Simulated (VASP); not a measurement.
Wanted: the native input for a VASP 6.6.1 run.

* Task: single point
* Functional: PBE
* Potentials or basis: VASP PAW PBE potentials, release 64 (Hf_pv, O)
* Cutoff: 520 eV
* k mesh: 4 × 5 × 4
* Occupations: fermi-dirac, width 0.05 eV
* Spin: no spin polarisation
* Dipole correction: no
* Further INCAR settings: ALGO = Normal; EDIFF = 1e-07; NBANDS = 56

The structure of HfO2 lies in POSCAR:

```
HfO2
1.0
    5.2739699829      0.0000000000      0.0000000000
    0.0000000000      5.0548995047      0.0000000000
    0.0000000000      0.0000000000      5.0842716482
Hf O
4 8
Direct
    0.9673978046      0.7332181221      0.7410368584
    0.5326021954      0.7332181221      0.2410368584
    0.4673978046      0.2667818779      0.7410368584
    0.0326021954      0.2667818779      0.2410368584
    0.6333672203      0.9305081207      0.8815399686
    0.8666327797      0.9305081207      0.3815399686
    0.2314554863      0.5388094492      0.4904231729
    0.2685445137      0.5388094492      0.9904231729
    0.7685445137      0.4611905508      0.9904231729
    0.7314554863      0.4611905508      0.4904231729
    0.1333672203      0.0694918793      0.8815399686
    0.3666327797      0.0694918793      0.3815399686
```

One way to write it, as run:

INCAR

```
SYSTEM = HfO2
  PREC = Accurate
  ENCUT = 520
  EDIFF = 1E-7
  ISMEAR = -1
  SIGMA = 0.05
  LREAL = .FALSE.
  LASPH = .TRUE.
  NELM = 80
  ALGO = Normal
  ISIF = 2
  LWAVE = .FALSE.
  LCHARG = .FALSE.
  GGA = PE
  NBANDS = 56
```

KPOINTS

```
regular mesh
0
G
  4 5 4
  0 0 0
```

Potentials or basis: VASP PAW PBE potentials, release 64 (Hf_pv, O).

Launch:

```bash
$ cat potpaw_PBE.64/Hf_pv/POTCAR potpaw_PBE.64/O/POTCAR > POTCAR
$ mpirun -np 1 vasp_std > vasp.out
```

It gave:

- Pressure: -1.2 GPa
- Largest force: 0.058 eV/Å
- Band gap on the k mesh: 4.40 eV (least direct gap 4.64 eV)

Caveat: spin-orbit coupling is left out, which moves the levels of the heavy elements.

Run time: 5.9 min on 1 thread of Intel Xeon 8259CL, with other jobs on the host, peak memory 0.33 GiB.
